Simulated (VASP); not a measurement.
Here is a VASP 6.6.1 calculation.

INCAR

```
PREC = Accurate ; ENCUT = 600
EDIFF = 1E-6 ; ISMEAR = 0
SIGMA = 0.1 ; LREAL = F
LASPH = T ; NELM = 80
ALGO = Normal ; ISIF = 3
LWAVE = F ; LCHARG = F
GGA = PE ; IBRION = 2
NSW = 100 ; EDIFFG = -0.01
```

KPOINTS

```
Automatic mesh
0
Gamma
  10 10 10
```

POSCAR

```
La3N
1.0
    4.5646911746      0.0000000000      0.0000000000
    0.0000000000      4.5646911746      0.0000000000
    0.0000000000      0.0000000000      4.5646911746
La N
3 1
Direct
    0.0000000000      0.5000000000      0.5000000000
    0.5000000000      0.0000000000      0.5000000000
    0.5000000000      0.5000000000      0.0000000000
    0.0000000000      0.0000000000      0.0000000000
```

Potentials or basis: VASP PAW PBE potentials, release 64 (La, N).

Command:

```bash
$ cat potpaw_PBE.64/La/POTCAR potpaw_PBE.64/N/POTCAR > POTCAR
$ mpirun -np 1 vasp_std > vasp.out
```

Question: Predict the space group after relaxing (to 0.1 Å).

Answer: Pm-3m (No. 221).

Question: Estimate the relaxed volume.

Answer: 23.46 Å³/atom.

Question: Estimate the relaxed cell.

Answer: a = 4.544 Å, b = 4.544 Å, c = 4.544 Å, α = 90.00°, β = 90.00°, γ = 90.00°.

Step by step:
| step | energy change (eV) | largest force (eV/Å) | pressure (GPa) | volume (Å³) |
| --- | --- | --- | --- | --- |
| 1 | 0.0000 | 0.0000 | -0.63 | 95.11 |
| 2 | -0.0023 | 0.0000 | 0.06 | 93.82 |

Caveat: the highest band is partly filled, so the run has too few bands.
